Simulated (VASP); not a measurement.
# Ga (Cmce) in VASP: notebook

The runs below take Ga through single point, with LDA.

Everything below comes from runs of VASP 6.6.1. Logs are shortened: lines on timing, memory, paths and dates and some standing lists are left out, and cuts for length are marked.

## (1) The cell of the first run

The structure is orthorhombic, space group Cmce (No. 64). The conventional cell has a = 4.436 Å, b = 7.484 Å, c = 4.425 Å, α = 90.00°, β = 90.00°, γ = 90.00°. Within 3.2 Å of Ga (site symmetry m) lie 7 Ga at 2.45 to 2.74 Å.

## (2) Single point, LDA

The input, INCAR:

```
SYSTEM = Ga
PREC = Accurate
ENCUT = 520
EDIFF = 1E-6
ISMEAR = -1
SIGMA = 0.1
LREAL = .FALSE.
LASPH = .TRUE.
NELM = 60
ALGO = Normal
ISIF = 2
LWAVE = .FALSE.
LCHARG = .FALSE.
NBANDS = 34
```

The input, KPOINTS:

```
Automatic mesh
0
G
  8 8 7
  0 0 0
```

The input, POSCAR:

```
Ga
1.0
    2.2178908173     -3.7419137528      0.0000000000
    2.2178908173      3.7419137528      0.0000000000
    0.0000000000      0.0000000000      4.4249628129
Ga
4
Direct
    0.8443628362      0.1556371638      0.0859373133
    0.6556371638      0.3443628362      0.5859373133
    0.1556371638      0.8443628362      0.9140626867
    0.3443628362      0.6556371638      0.4140626867
```

Potentials or basis: VASP PAW LDA potentials, release 64 (Ga_d).

Run with:

```sh
cat potpaw_LDA.64/Ga_d/POTCAR > POTCAR
mpirun -np 1 vasp_std > vasp.out
```

OUTCAR:

```text
SYSTEM = Ga
   PREC = Accurate
   ENCUT = 520
   EDIFF = 1E-6
   ISMEAR = -1
   LREAL = .FALSE.
   LASPH = .TRUE.
   NELM = 60
   ISIF = 2

 ion  position               nearest neighbor table
   1  0.844  0.156  0.086-   3 2.45   2 2.62   2 2.62   4 2.65   4 2.65   3 2.74   3 2.74
   2  0.656  0.344  0.586-   4 2.45   1 2.62   1 2.62   3 2.65   3 2.65   4 2.74   4 2.74
   3  0.156  0.844  0.914-   1 2.45   4 2.62   4 2.62   2 2.65   2 2.65   1 2.74   1 2.74
   4  0.344  0.656  0.414-   2 2.45   3 2.62   3 2.62   1 2.65   1 2.65   2 2.74   2 2.74

  LATTYP: Found a base centered orthorhombic cell.
 ALAT       =     4.4357816346
 B/A-ratio  =     1.6871496665
 C/A-ratio  =     0.9975610112

  Lattice vectors:

 A1 = (   2.2178908173,  -3.7419137528,   0.0000000000)
 A2 = (   2.2178908173,   3.7419137528,   0.0000000000)
 A3 = (   0.0000000000,   0.0000000000,   4.4249628129)

Analysis of symmetry for initial positions (statically):
=====================================================================
 Subroutine PRICEL returns:
 Original cell was already a primitive cell.

 Routine SETGRP: Setting up the symmetry group for a
 base centered orthorhombic supercell.

 Subroutine GETGRP returns: Found  8 space group operations
 (whereof  4 operations were pure point group operations)
 out of a pool of  8 trial point group operations.

The static configuration has the point symmetry C_2h.
 The point group associated with its full space group is D_2h.

Analysis of symmetry for dynamics (positions and initial velocities):
=====================================================================
 Subroutine PRICEL returns:
 Original cell was already a primitive cell.

 Routine SETGRP: Setting up the symmetry group for a
 base centered orthorhombic supercell.

 Subroutine GETGRP returns: Found  8 space group operations
 (whereof  4 operations were pure point group operations)
 out of a pool of  8 trial point group operations.

The dynamic configuration has the point symmetry C_2h.
 The point group associated with its full space group is D_2h.

 Subroutine INISYM returns: Found  8 space group operations
 (whereof  4 operations are pure point group operations),
 and found     1 'primitive' translations

----------------------------------------------------------------------------------------

                                     Primitive cell

  volume of cell :      73.4469

  direct lattice vectors                    reciprocal lattice vectors
     2.217890817 -3.741913753  0.000000000     0.225439411 -0.133621466  0.000000000
     2.217890817  3.741913753  0.000000000     0.225439411  0.133621466  0.000000000
     0.000000000  0.000000000  4.424962813     0.000000000  0.000000000  0.225990600

  length of vectors
     4.349822779  4.349822779  4.424962813     0.262064160  0.262064160  0.225990600

  position of ions in fractional coordinates (direct lattice)
     0.844362836  0.155637164  0.085937313
     0.655637164  0.344362836  0.585937313
     0.155637164  0.844362836  0.914062687
     0.344362836  0.655637164  0.414062687

  ion indices of the primitive-cell ions
   primitive index   ion index
                 1           1
                 2           2
                 3           3
                 4           4

----------------------------------------------------------------------------------------

 KPOINTS: Automatic mesh

Automatic generation of k-mesh.
 Grid dimensions read from file:
 generate k-points for:    8    8    7

 Generating k-lattice:

  Cartesian coordinates                     Fractional coordinates (reciprocal lattice)
     0.028179926 -0.016702683  0.000000000     0.125000000  0.000000000  0.000000000
     0.028179926  0.016702683  0.000000000     0.000000000  0.125000000  0.000000000
     0.000000000  0.000000000  0.032284371     0.000000000  0.000000000  0.142857143

  Length of vectors
     0.032758020  0.032758020  0.032284371

  Shift w.r.t. Gamma in fractional coordinates (k-lattice)
     0.000000000  0.000000000  0.000000000

 Subroutine IBZKPT returns following result:
 ===========================================

 Found     84 irreducible k-points:

 Following reciprocal coordinates:
            Coordinates               Weight
  0.000000  0.000000  0.000000      1.000000
  0.125000  0.000000  0.000000      4.000000
  0.250000  0.000000  0.000000      4.000000
  0.375000  0.000000  0.000000      4.000000
  0.500000  0.000000  0.000000      2.000000
  0.125000  0.125000  0.000000      2.000000
[... 16 lines left out ...]
  0.125000  0.000000  0.142857      8.000000
  0.250000  0.000000  0.142857      8.000000
 [... further k-points ...]
   k-points           NKPTS =     84   k-points in BZ     NKDIM =     84   number of bands    NBANDS=     34
   number of dos      NEDOS =    301   number of ions     NIONS =      4
   total plane-waves  NPLWV =  36864
   dimension x,y,z NGX =    32 NGY =   32 NGZ =   36
   dimension x,y,z NGXF=    64 NGYF=   64 NGZF=   72
   ions per type =               4
   NGX,Y,Z   is equivalent  to a cutoff of  12.23, 12.23, 13.53 a.u.
   NGXF,Y,Z  is equivalent  to a cutoff of  24.46, 24.46, 27.05 a.u.
 SYSTEM =  Ga
   PREC   = accura    normal or accurate (medium, high low for compatibility)
   ISTART =      0    job   : 0-new  1-cont  2-samecut
   ICHARG =      2    charge: 1-file 2-atom 10-const
   ISPIN  =      1    spin polarized calculation?
   LNONCOLLINEAR =      F non collinear calculations
   LSORBIT =      F    spin-orbit coupling
   LASPH  =      T    aspherical Exc in radial PAW
   ENCUT  =  520.0 eV  38.22 Ry    6.18 a.u.   8.09  8.09  8.23*2*pi/ulx,y,z
   NELM   =     60;   NELMIN=  2; NELMDL= -5     # of ELM steps
   EDIFF  = 0.1E-05   stopping-criterion for ELM
   LREAL  =      F    real-space projection
   EDIFFG = 0.1E-04   stopping-criterion for IOM
   NSW    =      0    number of steps for IOM
   IBRION =     -1    ionic relax: 0-MD 1-quasi-New 2-CG
   NFREE  =      0    steps in history (QN), initial steepest desc. (CG)
   ISIF   =      2    stress and relaxation
   ISYM   =      2    0-nonsym 1-usesym 2-fastsym
   POTIM  = 0.5000    time-step for ionic-motion
   TEBEG  =    0.0;   TEEND  =   0.0 temperature during run
   PSTRESS=    0.0 pullay stress
   NELECT =      52.0000    total number of electrons
   NUPDOWN=      -1.0000    fix difference up-down
   EMIN   =  10.00;   EMAX   =-10.00  energy-range for DOS
   EFERMI =   0.00;   METHOD = LEGACY
   ISMEAR =    -1;   SIGMA  =   0.10  broadening in eV -4-tet -1-fermi 0-gaus
   EFERMI_NEDOS =   21; number of points for ismear=-14 and -15
   IALGO  =     38    algorithm
   IMIX   =      4    mixing-type and parameters
     AMIX     =   0.40;   BMIX     =  1.00
     AMIX_MAG =   1.60;   BMIX_MAG =  1.00
  volume/ion in A,a.u.               =      18.36       123.91
  Fermi-wavevector in a.u.,A,eV,Ry     =   1.459099  2.757297 28.966394  2.128970
  Thomas-Fermi vector in A             =   2.575706
   LORBIT       =      0    0 simple, 1 ext, 2 COOP (PROOUT), +10 PAW based schemes
   GGA     = CA    functional components
   LHFCALC =     F    Hartree Fock is set to
   AEXX    =    0.0000 exact exchange contribution
   IVDW    =     0    specifies the selected vdW correction
   LEPSILON=     F    determine dielectric tensor
   LRPA    =     F    only Hartree local field effects (RPA)
 non-spin polarized calculation
  energy-cutoff  :      520.00
  volume of cell :       73.45
 maximum number of plane-waves:      2002
   NGX = 17   NGY = 17   NGZ = 17

 number of electron      52.0000021 magnetization

 Free energy of the ion-electron system (eV)
  ---------------------------------------------------
  ext. energy  EPLUGINS =         0.00000000
  ---------------------------------------------------
  free energy    TOTEN  =       -14.43726314 eV

  energy without entropy =      -14.40716839  energy(sigma->0) =      -14.42221576

 E-fermi :   5.3708     XC(G=0): -11.3004

 val. band max:        5.3362974281   @ k =   0.0000   0.0000   0.4286
 cond. band min:       5.3863967767   @ k =   0.5000   0.3750   0.1429
 fundamental gap:      0.0500993486
 Fermi energy:         5.3707997240

 k-point     1 :       0.0000    0.0000    0.0000
  band No.  band energies     occupation
      1      -9.9841      2.00000
      2      -9.9772      2.00000
      3      -9.9438      2.00000
      4      -9.9249      2.00000
      5      -9.8951      2.00000
      6      -9.8705      2.00000
[... 26 lines left out ...]
     33      12.4420      0.00000
     34      13.0450      0.00000

 k-point     2 :       0.1250    0.0000    0.0000
  band No.  band energies     occupation
      1      -9.9882      2.00000
      2      -9.9695      2.00000
      3      -9.9488      2.00000
      4      -9.9313      2.00000
      5      -9.8813      2.00000
      6      -9.8671      2.00000
[... 26 lines left out ...]
     33      12.3434      0.00000
     34      13.2247      0.00000

 k-point     3 :       0.2500    0.0000    0.0000
  band No.  band energies     occupation
      1      -9.9900      2.00000
      2      -9.9614      2.00000
      3      -9.9536      2.00000
      4      -9.9393      2.00000
      5      -9.8757      2.00000
      6      -9.8451      2.00000
[... 26 lines left out ...]
     33      11.6686      0.00000
     34      12.7576      0.00000

 k-point     4 :       0.3750    0.0000    0.0000
  band No.  band energies     occupation
      1      -9.9881      2.00000
      2      -9.9641      2.00000
      3      -9.9578      2.00000
      4      -9.9192      2.00000
      5      -9.8919      2.00000
      6      -9.8849      2.00000
[... 26 lines left out ...]
     33      11.4941      0.00000
     34      13.0690      0.00000

 k-point     5 :       0.5000    0.0000    0.0000
  band No.  band energies     occupation
      1      -9.9803      2.00000
      2      -9.9803      2.00000
      3      -9.9334      2.00000
      4      -9.9334      2.00000
      5      -9.8927      2.00000
      6      -9.8927      2.00000
[... 621 lines left out ...]
 k-point    22 :       0.0000    0.0000    0.1429
  band No.  band energies     occupation
      1      -9.9879      2.00000
      2      -9.9726      2.00000
      3      -9.9341      2.00000
      4      -9.9338      2.00000
      5      -9.8953      2.00000
      6      -9.8632      2.00000
[... 26 lines left out ...]
     33      12.1623      0.00000
     34      12.1860      0.00000

 k-point    23 :       0.1250    0.0000    0.1429
  band No.  band energies     occupation
      1      -9.9949      2.00000
      2      -9.9655      2.00000
      3      -9.9421      2.00000
      4      -9.9355      2.00000
      5      -9.8839      2.00000
      6      -9.8573      2.00000
[... 26 lines left out ...]
     33      11.3002      0.00000
     34      12.8890      0.00000

 k-point    24 :       0.2500    0.0000    0.1429
  band No.  band energies     occupation
      1      -9.9948      2.00000
      2      -9.9736      2.00000
      3      -9.9529      2.00000
      4      -9.9224      2.00000
      5      -9.8800      2.00000
      6      -9.8566      2.00000
[... 26 lines left out ...]
     33      11.3593      0.00000
     34      13.8606      0.00000

 [... further k-points ...]
[... 5 lines left out ...]
  --------------------------------------------------------------------------------------
  -------------------------------------------------------------------------------------
  Total        0.0644334      0.0946784      0.0710179      0.0000000      0.0000000      0.0000000
  in kB        1.4055547      2.0653238      1.5491895      0.0000000      0.0000000      0.0000000
  external PRESSURE =       1.6733560 kB  Pullay stress =       0.0000000 kB

 VOLUME and BASIS-vectors are now :
 -----------------------------------------------------------------------------
  energy-cutoff  :      520.00
  volume of cell :       73.45
      direct lattice vectors                 reciprocal lattice vectors
     2.217890817 -3.741913753  0.000000000     0.225439411 -0.133621466  0.000000000
     2.217890817  3.741913753  0.000000000     0.225439411  0.133621466  0.000000000
     0.000000000  0.000000000  4.424962813     0.000000000  0.000000000  0.225990600

 POSITION                                       TOTAL-FORCE (eV/Angst)
 -----------------------------------------------------------------------------------
      2.21789     -2.57715      0.38027         0.000000     -0.003141     -0.000764
      2.21789     -1.16476      2.59275         0.000000      0.003141     -0.000764
      2.21789      2.57715      4.04469         0.000000      0.003141      0.000764
      2.21789      1.16476      1.83221         0.000000     -0.003141      0.000764
 -----------------------------------------------------------------------------------
    total drift:                                0.000000      0.000000      0.000000

  FREE ENERGIE OF THE ION-ELECTRON SYSTEM (eV)
  ---------------------------------------------------
  free  energy   TOTEN  =       -14.4372631370 eV

  energy  without entropy=      -14.4071683926  energy(sigma->0) =      -14.42221576
```

It took 90 s on 1 thread of AMD EPYC 9R45 (Zen 5), shared host; peak memory 0.23 GiB.

What came out:

* Free energy: -14.4373 eV
* Pressure: 0.2 GPa
* Largest force: 0.003 eV/Å
* Band gap on the k mesh: zero (band 26 reaches 5.63 eV, above the bottom of band 27 at 4.58 eV)

Forces in eV/Å, atoms in the order of the input:
```
Ga   0.000 -0.003 -0.001
Ga   0.000  0.003 -0.001
Ga   0.000  0.003  0.001
Ga   0.000 -0.003  0.001
```

## (3) Single point, LDA

The input, INCAR:

```
SYSTEM = Ga
PREC = Accurate
ENCUT = 520
EDIFF = 1E-7
ISMEAR = -1
SIGMA = 0.1
LREAL = .False.
LASPH = .True.
NELM = 80
ALGO = Normal
ISIF = 2
LWAVE = .False.
LCHARG = .False.
GGA = CA
NBANDS = 34
```

The input, KPOINTS:

```
Automatic mesh
0
Gamma
  8 8 7
  0 0 0
```

POSCAR is that of step 2.

Potentials or basis: VASP PAW LDA potentials, release 64 (Ga_d).

Run with:

```sh
cat potpaw_LDA.64/Ga_d/POTCAR > POTCAR
mpirun -np 1 vasp_std > vasp.out
```

Run time: 1.7 min. Hardware: 1 thread of AMD EPYC 9R45 (Zen 5), shared host; peak memory 0.23 GiB.

It converged, with:

| Item | Value |
| --- | --- |
| Free energy | -14.4373 eV |
| Pressure | 0.2 GPa |
| Largest force | 0.004 eV/Å |
| Band gap on the k mesh | zero (band 26 reaches 5.63 eV, above the bottom of band 27 at 4.58 eV) |

Forces on the atoms (eV/Å):
```
Ga   0.000 -0.004 -0.001
Ga   0.000  0.004 -0.001
Ga   0.000  0.004  0.001
Ga   0.000 -0.004  0.001
```

Levels at points of the mesh, in eV from the Fermi level:
| k point | band 22 | band 23 | band 24 | band 25 | band 26 | band 27 | band 28 | band 29 | band 30 | band 31 |
| --- | --- | --- | --- | --- | --- | --- | --- | --- | --- | --- |
| (0.00, 0.00, 0.00) | -4.27 | -3.89 | -1.88 | -1.73 | -0.79 | 0.88 | 0.99 | 1.10 | 5.35 | 5.65 |
| (0.50, 0.00, 0.00) | -8.95 | -3.52 | -3.52 | -1.47 | -1.47 | 0.81 | 0.81 | 4.35 | 4.35 | 5.56 |
| (0.50, 0.50, 0.00) | -7.56 | -4.20 | -3.54 | -1.69 | -1.60 | 1.10 | 1.20 | 3.53 | 3.96 | 4.32 |
